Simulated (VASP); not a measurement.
# InP (I-4m2) in VASP: further runs

Runs on InP. Level: PBEsol. Tasks: relaxation of the atoms.

Everything below comes from runs of VASP 6.6.1. Logs are shortened: lines on timing, memory, paths and dates and some standing lists are left out, and cuts for length are marked.

**1. The cell of the first run**

Symmetry: I-4m2, No. 119, tetragonal system. The conventional cell has a = 4.135 Å, b = 4.135 Å, c = 5.967 Å, α = 90.00°, β = 90.00°, γ = 90.00°. Within 3.4 Å of In (site symmetry -4m2) lie 4 P at 2.55 Å. Within 3.4 Å of P (site symmetry -4m2) lie 4 In at 2.55 Å.

**2. Relaxation of the atoms, PBEsol (strained cell)**

Input file INCAR:

```
SYSTEM = InP
ALGO     = Normal         ! electronic algorithm
EDIFF    = 1E-7           ! SCF threshold, eV
EDIFFG   = -0.002         ! ionic threshold
ENCUT    = 450            ! plane-wave cutoff, eV
GGA      = PS             ! functional
GGA_COMPAT= .FALSE.      
IBRION   = 2              ! ionic algorithm
ISIF     = 2              ! what is computed and relaxed
ISMEAR   = 0              ! smearing method
LASPH    = .TRUE.         ! aspherical terms in the spheres
LCHARG   = .FALSE.        ! write CHGCAR
LREAL    = .FALSE.        ! projectors in reciprocal space
LWAVE    = .FALSE.        ! write WAVECAR
NELM     = 120            ! most SCF steps
NELMIN   = 4            
NSW      = 60             ! ionic steps
PREC     = Accurate       ! precision mode
SIGMA    = 0.02           ! smearing width, eV
```

Input file KPOINTS:

```
k-points
0
G
  10 10 10
  0 0 0
```

Input file POSCAR:

```
InP
1.0
    0.0000000000      2.9236835836      2.9832759422
    2.9236835836      0.0000000000      2.9832759422
    2.9236835836      2.9236835836      0.0000000000
In P
1 1
Direct
    0.0000000000      0.0000000000      0.0000000000
    0.2500000000      0.2500000000      0.2500000000
```

Potentials or basis: VASP PAW PBE potentials, release 64 (In_d, P).

On the command line:

```
> cat potpaw_PBE.64/In_d/POTCAR potpaw_PBE.64/P/POTCAR > POTCAR
> mpirun -np 1 vasp_std > vasp.out
```

OUTCAR:

```text
SYSTEM = InP
   EDIFF = 1E-7
   EDIFFG = -0.002
   ENCUT = 450
   GGA = PS
   IBRION = 2
   ISIF = 2
   ISMEAR = 0
   LASPH = .TRUE.
   LREAL = .FALSE.
   NELM = 120
   NELMIN = 4
   NSW = 60
   PREC = Accurate

 ion  position               nearest neighbor table
   1  0.000  0.000  0.000-   2 2.55   2 2.55   2 2.55   2 2.55
   2  0.250  0.250  0.250-   1 2.55   1 2.55   1 2.55   1 2.55

  LATTYP: Found a body centered tetragonal cell.
 ALAT       =     4.1347129760
 C/A-ratio  =     1.4430389531

  Lattice vectors:

 A1 = (  -2.9236835836,   0.0000000000,   2.9832759422)
 A2 = (   2.9236835836,   0.0000000000,   2.9832759422)
 A3 = (   0.0000000000,   2.9236835836,  -2.9832759422)

Analysis of symmetry for initial positions (statically):
=====================================================================
 Subroutine PRICEL returns:
 Original cell was already a primitive cell.

 Routine SETGRP: Setting up the symmetry group for a
 body centered tetragonal supercell.

 Subroutine GETGRP returns: Found  8 space group operations
 (whereof  8 operations were pure point group operations)
 out of a pool of 16 trial point group operations.

The static configuration has the point symmetry D_2d.

Analysis of symmetry for dynamics (positions and initial velocities):
=====================================================================
 Subroutine PRICEL returns:
 Original cell was already a primitive cell.

 Routine SETGRP: Setting up the symmetry group for a
 body centered tetragonal supercell.

 Subroutine GETGRP returns: Found  8 space group operations
 (whereof  8 operations were pure point group operations)
 out of a pool of 16 trial point group operations.

The dynamic configuration has the point symmetry D_2d.

 Subroutine INISYM returns: Found  8 space group operations
 (whereof  8 operations are pure point group operations),
 and found     1 'primitive' translations

----------------------------------------------------------------------------------------

                                     Primitive cell

  volume of cell :      51.0016

  direct lattice vectors                    reciprocal lattice vectors
     0.000000000  2.923683584  2.983275942    -0.171017138  0.171017138  0.167600990
     2.923683584  0.000000000  2.983275942     0.171017138 -0.171017138  0.167600990
     2.923683584  2.923683584  0.000000000     0.171017138  0.171017138 -0.167600990

  length of vectors
     4.177063687  4.177063687  4.134712976     0.294251279  0.294251279  0.294251279

  position of ions in fractional coordinates (direct lattice)
     0.000000000  0.000000000  0.000000000
     0.250000000  0.250000000  0.250000000

  ion indices of the primitive-cell ions
   primitive index   ion index
                 1           1
                 2           2

----------------------------------------------------------------------------------------

 KPOINTS: k-points

Automatic generation of k-mesh.
 Grid dimensions read from file:
 generate k-points for:   10   10   10

 Generating k-lattice:

  Cartesian coordinates                     Fractional coordinates (reciprocal lattice)
    -0.017101714  0.017101714  0.016760099     0.100000000  0.000000000  0.000000000
     0.017101714 -0.017101714  0.016760099     0.000000000  0.100000000  0.000000000
     0.017101714  0.017101714 -0.016760099     0.000000000  0.000000000  0.100000000

  Length of vectors
     0.029425128  0.029425128  0.029425128

  Shift w.r.t. Gamma in fractional coordinates (k-lattice)
     0.000000000  0.000000000  0.000000000

 Subroutine IBZKPT returns following result:
 ===========================================

 Found    102 irreducible k-points:

 Following reciprocal coordinates:
            Coordinates               Weight
  0.000000  0.000000  0.000000      1.000000
  0.100000  0.000000  0.000000      8.000000
  0.200000  0.000000  0.000000      8.000000
  0.300000  0.000000  0.000000      8.000000
  0.400000  0.000000  0.000000      8.000000
  0.500000  0.000000  0.000000      4.000000
[... 16 lines left out ...]
  0.300000  0.300000  0.000000      2.000000
  0.400000  0.300000  0.000000      8.000000
 [... further k-points ...]
   k-points           NKPTS =    102   k-points in BZ     NKDIM =    102   number of bands    NBANDS=     13
   number of dos      NEDOS =    301   number of ions     NIONS =      2
   total plane-waves  NPLWV =  27000
   dimension x,y,z NGX =    30 NGY =   30 NGZ =   30
   dimension x,y,z NGXF=    60 NGYF=   60 NGZF=   60
   ions per type =               1   1
   NGX,Y,Z   is equivalent  to a cutoff of  11.94, 11.94, 12.06 a.u.
   NGXF,Y,Z  is equivalent  to a cutoff of  23.88, 23.88, 24.12 a.u.
 SYSTEM =  InP
   PREC   = accura    normal or accurate (medium, high low for compatibility)
   ISTART =      0    job   : 0-new  1-cont  2-samecut
   ICHARG =      2    charge: 1-file 2-atom 10-const
   ISPIN  =      1    spin polarized calculation?
   LNONCOLLINEAR =      F non collinear calculations
   LSORBIT =      F    spin-orbit coupling
   LASPH  =      T    aspherical Exc in radial PAW
   ENCUT  =  450.0 eV  33.07 Ry    5.75 a.u.   7.22  7.22  7.15*2*pi/ulx,y,z
   NELM   =    120;   NELMIN=  4; NELMDL= -5     # of ELM steps
   EDIFF  = 0.1E-06   stopping-criterion for ELM
   LREAL  =      F    real-space projection
   EDIFFG = -.2E-02   stopping-criterion for IOM
   NSW    =     60    number of steps for IOM
   IBRION =      2    ionic relax: 0-MD 1-quasi-New 2-CG
   NFREE  =      1    steps in history (QN), initial steepest desc. (CG)
   ISIF   =      2    stress and relaxation
   ISYM   =      2    0-nonsym 1-usesym 2-fastsym
   POTIM  = 0.5000    time-step for ionic-motion
   TEBEG  =    0.0;   TEEND  =   0.0 temperature during run
   PSTRESS=    0.0 pullay stress
   NELECT =      18.0000    total number of electrons
   NUPDOWN=      -1.0000    fix difference up-down
   EMIN   =  10.00;   EMAX   =-10.00  energy-range for DOS
   EFERMI =   0.00;   METHOD = LEGACY
   ISMEAR =     0;   SIGMA  =   0.02  broadening in eV -4-tet -1-fermi 0-gaus
   EFERMI_NEDOS =   21; number of points for ismear=-14 and -15
   IALGO  =     38    algorithm
   IMIX   =      4    mixing-type and parameters
     AMIX     =   0.40;   BMIX     =  1.00
     AMIX_MAG =   1.60;   BMIX_MAG =  1.00
  volume/ion in A,a.u.               =      25.50       172.09
  Fermi-wavevector in a.u.,A,eV,Ry     =   1.156923  2.186267 18.210986  1.338470
  Thomas-Fermi vector in A             =   2.293539
   LORBIT       =      0    0 simple, 1 ext, 2 COOP (PROOUT), +10 PAW based schemes
   GGA     = PS    functional components
   LHFCALC =     F    Hartree Fock is set to
   AEXX    =    0.0000 exact exchange contribution
   IVDW    =     0    specifies the selected vdW correction
   LEPSILON=     F    determine dielectric tensor
   LRPA    =     F    only Hartree local field effects (RPA)
 conjugate gradient relaxation of ions
 non-spin polarized calculation
 Gauss-broadening in eV      SIGMA  =   0.02
  energy-cutoff  :      450.00
  volume of cell :       51.00
 maximum number of plane-waves:      1119
 NGX is ok and might be reduce to    30
   NGX = 15   NGY = 15   NGZ = 15

 number of electron      18.0000003 magnetization

 Free energy of the ion-electron system (eV)
  ---------------------------------------------------
  ext. energy  EPLUGINS =         0.00000000
  ---------------------------------------------------
  free energy    TOTEN  =        -9.15480176 eV

  energy without entropy =       -9.15480176  energy(sigma->0) =       -9.15480176

 E-fermi :   5.1371     XC(G=0):  -9.4218

 val. band max:        4.9797988896   @ k =   0.0000   0.0000   0.0000
 cond. band min:       5.4898159932   @ k =   0.0000   0.0000   0.0000
 fundamental gap:      0.5100171037
 Fermi energy:         5.1370833760

 k-point     1 :       0.0000    0.0000    0.0000
  band No.  band energies     occupation
      1      -9.1802      2.00000
      2      -9.1715      2.00000
      3      -9.1715      2.00000
      4      -9.0275      2.00000
      5      -9.0257      2.00000
      6      -6.5093      2.00000
      7       4.8816      2.00000
      8       4.9798      2.00000
      9       4.9798      2.00000
     10       5.4898      0.00000
     11       8.9568      0.00000
     12       8.9568      0.00000
     13       8.9878      0.00000

 k-point     2 :       0.1000    0.0000    0.0000
  band No.  band energies     occupation
      1      -9.1874      2.00000
      2      -9.1716      2.00000
      3      -9.1668      2.00000
      4      -9.0277      2.00000
      5      -9.0254      2.00000
      6      -6.3957      2.00000
      7       3.7469      2.00000
      8       4.7874      2.00000
      9       4.8601      2.00000
     10       6.3203      0.00000
     11       9.0051      0.00000
     12       9.1464      0.00000
     13       9.1728      0.00000

 k-point     3 :       0.2000    0.0000    0.0000
  band No.  band energies     occupation
      1      -9.2169      2.00000
      2      -9.1607      2.00000
      3      -9.1554      2.00000
      4      -9.0273      2.00000
      5      -9.0237      2.00000
      6      -6.0693      2.00000
      7       2.2255      2.00000
      8       4.4971      2.00000
      9       4.5892      2.00000
     10       6.6527      0.00000
     11       9.4735      0.00000
     12       9.5363      0.00000
     13       9.6567      0.00000
[... 305 lines left out ...]
 k-point    23 :       0.3000    0.3000    0.0000
  band No.  band energies     occupation
      1      -9.3016      2.00000
      2      -9.1076      2.00000
      3      -9.1076      2.00000
      4      -9.0539      2.00000
      5      -9.0068      2.00000
      6      -5.2979      2.00000
      7       0.8316      2.00000
      8       3.2980      2.00000
      9       3.2980      2.00000
     10       7.1350      0.00000
     11       7.8778      0.00000
     12      11.9608      0.00000
     13      11.9723      0.00000

 k-point    24 :       0.4000    0.3000    0.0000
  band No.  band energies     occupation
      1      -9.3197      2.00000
      2      -9.0995      2.00000
      3      -9.0957      2.00000
      4      -9.0568      2.00000
      5      -9.0038      2.00000
      6      -4.8877      2.00000
      7       0.1310      2.00000
      8       2.8090      2.00000
      9       3.1046      2.00000
     10       7.1875      0.00000
     11       7.9567      0.00000
     12      11.6349      0.00000
     13      12.3868      0.00000

 [... further k-points ...]

------------------------ aborting loop because EDIFF is reached ----------------------------------------

  FORCE on cell =-STRESS in cart. coord.  units (eV):
  Direction    XX          YY          ZZ          XY          YZ          ZX
  --------------------------------------------------------------------------------------
  -------------------------------------------------------------------------------------
  Total        0.0049022      0.0049022     -0.2756271      0.0000000      0.0000000      0.0000000
  in kB        0.1539992      0.1539992     -8.6586143      0.0000000      0.0000000      0.0000000
  external PRESSURE =      -2.7835386 kB  Pullay stress =       0.0000000 kB

 VOLUME and BASIS-vectors are now :
 -----------------------------------------------------------------------------
  energy-cutoff  :      450.00
  volume of cell :       51.00
      direct lattice vectors                 reciprocal lattice vectors
     0.000000000  2.923683584  2.983275942    -0.171017138  0.171017138  0.167600990
     2.923683584  0.000000000  2.983275942     0.171017138 -0.171017138  0.167600990
     2.923683584  2.923683584  0.000000000     0.171017138  0.171017138 -0.167600990

 POSITION                                       TOTAL-FORCE (eV/Angst)
 -----------------------------------------------------------------------------------
      0.00000      0.00000      0.00000        -0.000000     -0.000000     -0.000000
      1.46184      1.46184      1.49164         0.000000      0.000000      0.000000
 -----------------------------------------------------------------------------------
    total drift:                                0.000000      0.000000      0.000000

  FREE ENERGIE OF THE ION-ELECTRON SYSTEM (eV)
  ---------------------------------------------------
  free  energy   TOTEN  =        -9.1548017612 eV

  energy  without entropy=       -9.1548017612  energy(sigma->0) =       -9.15480176

 reached required accuracy - stopping structural energy minimisation
```

Wall time 92 s (1 thread of Intel Xeon 8259CL, shared host); peak memory 0.21 GiB.

What came out:

```yaml
Free_energy: -9.1548 eV
Pressure_after_relaxing: -0.3 GPa
Band_gap_on_the_k_mesh: 0.51 eV
```

Stress tensor (GPa, compression positive):
```
 0.02  0.00  0.00
 0.00  0.02  0.00
 0.00  0.00 -0.87
```

Final structure:
```yaml
crystal:
  lattice:
    - [0.00000, 2.92368, 2.98328]
    - [2.92368, 0.00000, 2.98328]
    - [2.92368, 2.92368, 0.00000]
  atoms:
    - { symbol: In, position: [0.00000, 0.00000, 0.00000] }
    - { symbol: P, position: [0.25000, 0.25000, 0.25000] }
```

Caveat: the cell differs from its parent crystal (strained cell); the relaxation stopped at its first step, so nothing moved; the PAW data sets were made with another functional, which shifts forces and pressure a little; spin-orbit coupling is left out, which moves the levels of the heavy elements.

**3. Relaxation of the atoms, PBEsol (strained cell)**

Input file INCAR:

```
SYSTEM = InP
ALGO = Normal ; EDIFF = 1E-7
EDIFFG = -0.002 ; ENCUT = 450
GGA = PS ; GGA_COMPAT = .False.
IBRION = 2 ; ISIF = 2
ISMEAR = 0 ; LASPH = .True.
LCHARG = .False. ; LREAL = .False.
LWAVE = .False. ; NELM = 120
NELMIN = 4 ; NSW = 60
PREC = Accurate ; SIGMA = 0.02
```

Input file KPOINTS:

```
k-points
0
Gamma
  10 10 10
  0 0 0
```

Input file POSCAR:

```
InP
1.0
    0.0000000000      2.9281661650      2.9832759422
    2.9281661650      0.0000000000      2.9832759422
    2.9281661650      2.9281661650      0.0000000000
In P
1 1
Direct
    0.0000000000      0.0000000000      0.0000000000
    0.2500000000      0.2500000000      0.2500000000
```

Potentials or basis: VASP PAW PBE potentials, release 64 (In_d, P).

On the command line:

```
> cat potpaw_PBE.64/In_d/POTCAR potpaw_PBE.64/P/POTCAR > POTCAR
> mpirun -np 1 vasp_std > vasp.out
```

Wall time 1.7 min (1 thread of Intel Xeon 8259CL, shared host); peak memory 0.21 GiB.

The run converged. Its results:

- Free energy: -9.1547 eV
- Pressure after relaxing: -0.5 GPa
- Band gap on the k mesh: 0.50 eV

Stress tensor (GPa, compression positive):
```
-0.20  0.00  0.00
 0.00 -0.20  0.00
 0.00  0.00 -1.02
```

Final structure:
```yaml
crystal:
  lattice:
    - [0.00000, 2.92817, 2.98328]
    - [2.92817, 0.00000, 2.98328]
    - [2.92817, 2.92817, 0.00000]
  atoms:
    - { symbol: In, position: [0.00000, 0.00000, 0.00000] }
    - { symbol: P, position: [0.25000, 0.25000, 0.25000] }
```

Levels at points of the mesh, in eV from the valence-band top:
```csv
k point,band 6,band 7,band 8,band 9,band 10,band 11,band 12,band 13
"(0.00, 0.00, 0.00)",-11.47,-0.09,0.00,0.00,0.50,3.98,3.98,4.01
"(0.50, 0.00, 0.00)",-9.77,-5.74,-1.05,-0.93,1.33,4.65,4.77,6.89
"(0.50, 0.50, 0.00)",-9.17,-5.85,-2.26,-2.26,1.70,2.25,8.84,9.40
"(0.50, 0.00, 0.50)",-9.10,-5.74,-2.37,-2.36,1.60,2.08,9.02,9.35
```

Caveat: the cell differs from its parent crystal (strained cell); the relaxation stopped at its first step, so nothing moved; the PAW data sets were made with another functional, which shifts forces and pressure a little; spin-orbit coupling is left out, which moves the levels of the heavy elements.
